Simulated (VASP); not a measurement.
Wanted: the native input for a VASP 6.6.1 run.

- Task: single point
- Functional: PBE
- Potentials or basis: VASP PAW PBE potentials, release 64 (Ta_pv)
- Cutoff: 520 eV
- k mesh: 8 × 8 × 8
- Occupations: gaussian, width 0.1 eV
- Spin: no spin polarisation
- Dipole correction: no
- Further INCAR settings: ALGO = Fast; EDIFF = 1e-07; NBANDS = 12

The structure of Ta lies in POSCAR:

```
Ta
1.0
   -1.6549278069      1.6549278069      1.6549278069
    1.6549278069     -1.6549278069      1.6549278069
    1.6549278069      1.6549278069     -1.6549278069
Ta
1
Direct
    0.0000000000      0.0000000000      0.0000000000
```

One way to write it, as run:

INCAR

```
ALGO = Fast ; EDIFF = 1E-7
ENCUT = 520 ; GGA = PE
ISIF = 2 ; ISMEAR = 0
LASPH = True ; LCHARG = False
LREAL = False ; LWAVE = False
NBANDS = 12 ; NELM = 100
PREC = Accurate ; SIGMA = 0.1
```

KPOINTS

```
k-points
0
Gamma
  8 8 8
```

Potentials or basis: VASP PAW PBE potentials, release 64 (Ta_pv).

The run is started by

```sh
$ cat potpaw_PBE.64/Ta_pv/POTCAR > POTCAR
$ mpirun -np 1 vasp_std > vasp.out
```

Results of the run:

```json
{
 "Pressure": "-0.3 GPa"
}
```

Run time: 4.3 s on 1 thread of Intel(R) Xeon(R) 6975P-C (Granite Rapids) (shared host), peak memory 0.13 GiB.
